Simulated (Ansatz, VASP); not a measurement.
HfO2 in VASP and in Ansatz

The input INCAR:

```
PREC = Accurate
ENCUT = 520
EDIFF = 1E-7
ISMEAR = 0
SIGMA = 0.05
LREAL = False
LASPH = True
NELM = 100
ALGO = Normal
ISIF = 2
LWAVE = False
LCHARG = False
GGA = PE
NBANDS = 31
```

The input KPOINTS:

```
Automatic mesh
0
Gamma
  6 6 4
```

File POSCAR:

```
HfO2
1.0
    3.4240895724      0.0000000000      0.0000000000
    0.0000000000      3.4240895724      0.0000000000
    0.0000000000      0.0000000000      5.0007687972
Hf O
2 4
Direct
    0.5000000000      0.5000000000      0.5000000000
    0.0000000000      0.0000000000      0.0000000000
    0.0000000000      0.5000000000      0.6932521152
    0.5000000000      0.0000000000      0.8067478848
    0.5000000000      0.0000000000      0.3067478848
    0.0000000000      0.5000000000      0.1932521152
```

Input for Ansatz:

```yaml
crystal:
  lattice:
    - [3.4240895724, 0.0, 0.0]
    - [0.0, 3.4240895724, 0.0]
    - [0.0, 0.0, 5.0007687972]
  atoms:
    - { symbol: Hf, position: [0.5, 0.5, 0.5] }
    - { symbol: Hf, position: [0.0, 0.0, 0.0] }
    - { symbol: O, position: [0.0, 0.5, 0.6932521152] }
    - { symbol: O, position: [0.5, 0.0, 0.8067478848] }
    - { symbol: O, position: [0.5, 0.0, 0.3067478848] }
    - { symbol: O, position: [0.0, 0.5, 0.1932521152] }
basis:
  ecutwfc: 420
kpoints:
  mp_grid: { grid: [6, 6, 4] }
hamiltonian:
  xc: pbe
scf:
  occupations: { method: gaussian, width: 0.05 }
output:
  forces: true
  stress: true
  eigenvalues: true
```

Change from the starting cell: strain -0.050 along x and y, -0.050 along z, atoms carried along.

Alike in both runs: task single point; functional PBE; k mesh 6 × 6 × 4; occupations gaussian, width 0.05 eV; no spin polarisation.

|  | VASP | Ansatz |
| --- | --- | --- |
| version | VASP 6.6.1 | Ansatz 0.2.0 |
| potentials or method | VASP PAW PBE potentials, release 64 (Hf_pv, O), cutoff 520 eV | scalar-relativistic, plane waves, PAW |
| valence electrons in the cell | 44 | 76 |

```csv
,VASP,Ansatz,Ansatz less VASP
gap on the k mesh at the Fermi level (eV),5.13,5.16,+0.025
least direct gap on the mesh (eV),5.28,5.29,+0.004
pressure (GPa),46.0,50.2,+4.18
"traceless stress, the component that is largest in VASP (GPa)",-4.83,-4.77,+0.066
rms of the force components (eV/Å),0.486,0.493,+0.0075
```

Atom by atom the forces differ by 0.007 eV/Å (rms over components). Both programs put the cell under a high pressure, so it lies far from rest at this level. The functional is the same, so the differences come from potentials, cutoffs and numerics. VASP's potentials hold 44 valence electrons a cell and Ansatz's 76, so a difference there can come from the potentials and not from the codes.

Spin-orbit coupling is off throughout.
